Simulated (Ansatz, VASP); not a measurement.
TiB2: VASP beside Ansatz

```
Ti B
1.0
     3.01907    0.00000    0.00000
    -1.50953    2.61459    0.00000
     0.00000    0.00000    3.21760
Ti B
1 2
Direct
  0.00000 0.00000 0.00000
  0.33333 0.66667 0.50000
  0.66667 0.33333 0.50000
```

Change from the starting cell: volume scaled by 0.99.

Alike in both runs: task single point; functional PBEsol; k mesh 15 × 15 × 13; occupations fermi-dirac, width 0.08 eV; no spin polarisation.

|  | VASP | Ansatz |
| --- | --- | --- |
| version | VASP 6.6.1 | Ansatz 0.2.0 |
| potentials or method | VASP PAW PBE potentials, release 64 (Ti_sv, B), cutoff 520 eV | all-electron LAPW, scalar-relativistic |

Ansatz gave:

- pressure (GPa): -2.6
- traceless stress, the component that is largest in VASP (GPa): -2.24

**Question.** Which values does VASP return?

**Answer.** Pressure (GPa): -2.2; traceless stress, the component that is largest in VASP (GPa): -2.35.

VASP's potentials were made for PBE, not for PBEsol. Ansatz ran all-electron here, and VASP with PAW potentials.
